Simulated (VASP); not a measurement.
A run of VASP 6.6.1 is set up as follows.

INCAR

```
SYSTEM = Sb
PREC     = Accurate       ! precision mode
ENCUT    = 520            ! plane-wave cutoff, eV
EDIFF    = 1E-7           ! SCF threshold, eV
ISMEAR   = -1             ! smearing method
SIGMA    = 0.05           ! smearing width, eV
LREAL    = .FALSE.        ! projectors in reciprocal space
LASPH    = .TRUE.         ! aspherical terms in the spheres
NELM     = 80             ! most SCF steps
ALGO     = Normal         ! electronic algorithm
ISIF     = 2              ! what is computed and relaxed
LWAVE    = .FALSE.        ! write WAVECAR
LCHARG   = .FALSE.        ! write CHGCAR
GGA      = PS             ! functional
NBANDS   = 12             ! bands
```

The input KPOINTS:

```
regular mesh
0
G
  12 12 7
  0 0 0
```

File POSCAR:

```
Sb
1.0
    3.3690001795     -0.0336900018     -0.0336900018
   -1.7136764872      2.9344847417     -0.0123313965
   -0.0533000000     -0.0533000000      5.3300000000
Sb
2
Direct
    0.3333333333      0.6666666667      0.2500000000
    0.6666666667      0.3333333333      0.7500000000
```

Potentials or basis: VASP PAW PBE potentials, release 64 (Sb).

The run is started by

```bash
$ cat potpaw_PBE.64/Sb/POTCAR > POTCAR
$ mpirun -np 1 vasp_std > vasp.out
```

Predict the pressure.

-0.1 GPa.

Estimate the largest force.

0.030 eV/Å.

Forces on the atoms (eV/Å):
```
Sb   0.030 -0.001 -0.002
Sb  -0.030  0.001  0.002
```

Caveat: the cell differs from its parent crystal (equal xy, yz and zx shear strains of -2 %); the PAW data sets were made with another functional, which shifts forces and pressure a little.
